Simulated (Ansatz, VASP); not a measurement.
Hf2N in VASP and in Ansatz

```xyz
6
Lattice="5.3262 0.0000 0.0000 0.0000 5.3262 0.0000 0.0000 0.0000 3.2476" Properties=species:S:1:pos:R:3 pbc="T T T"
Hf    1.5698    1.5698    0.0000
Hf    3.7565    3.7565    0.0000
Hf    4.2329    1.0933    1.6238
Hf    1.0933    4.2329    1.6238
N     0.0000    0.0000    0.0000
N     2.6631    2.6631    1.6238
```

Alike in both runs: functional r2SCAN; k mesh 4 × 4 × 6; occupations gaussian, width 0.1 eV; no spin polarisation.

Ansatz relaxed the structure, and its values are those at the end. VASP's run is a single point on that final structure, the one shown.

|  | VASP | Ansatz |
| --- | --- | --- |
| version | VASP 6.6.1 | Ansatz 0.2.0 |
| potentials or method | VASP PAW PBE potentials, release 64 (Hf_pv, N), cutoff 520 eV | scalar-relativistic, plane waves, PAW |
| valence electrons in the cell | 50 | 114 |

Ansatz gave:

* gap on the k mesh at the Fermi level (eV): none
* pressure (GPa): 0.0
* rms of the force components (eV/Å): 0.002

Task: Estimate VASP's values.

Result: gap on the k mesh at the Fermi level (eV): none; pressure (GPa): -1.5; rms of the force components (eV/Å): 0.003.

VASP's potentials were made for PBE, not for r2SCAN. A gap of «none» marks a metal or a gap that the smearing closes. VASP's potentials hold 50 valence electrons a cell and Ansatz's 114, so a difference there can come from the potentials and not from the codes.

Spin-orbit coupling is off throughout.
